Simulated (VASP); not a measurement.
RuSeS: single point with PBE

The system is RuSeS, a sheet with vacuum.

```
Ru Se S
1.0
     3.55517    0.00000    0.00000
    -1.77758    3.07886    0.00000
     0.00000    0.00000   30.12584
Ru Se S
1 1 1
Direct
  0.00000 0.00000 0.29092
  0.66667 0.33333 0.34388
  0.33333 0.66667 0.25846
```

```json
{"Program": "VASP 6.6.1", "Task": "single point", "Functional": "PBE", "Potentials or basis": "VASP PAW PBE potentials, release 64 (Ru_pv, Se, S)", "Cutoff": "520 eV", "k mesh": "18 × 18 × 1", "Occupations": "gaussian, width 0.1 eV", "Spin": "no spin polarisation"}
```

| Item | Value |
| --- | --- |
| Largest force | 0.005 eV/Å |
| Band gap on the k mesh | zero (band 13 reaches -3.08 eV, above the bottom of band 14 at -3.76 eV) |

Forces in eV/Å, atoms in the order of the input:
```
Ru   0.000  0.000 -0.002
Se   0.000  0.000  0.005
S    0.000  0.000 -0.003
```

Levels at points of the mesh, in eV from the Fermi level:
```
           k point  band 11  band 12  band 13  band 14  band 15  band 16
(0.00, 0.00, 0.00)    -1.75    -0.05    -0.05     0.31     3.43     3.43
(0.50, 0.00, 0.00)    -1.99    -0.91    -0.91    -0.54     2.55     2.85
```

It took 14 min on 1 thread of Oxide Virtual Turin-like Processor (shared host), peak memory 0.59 GiB.
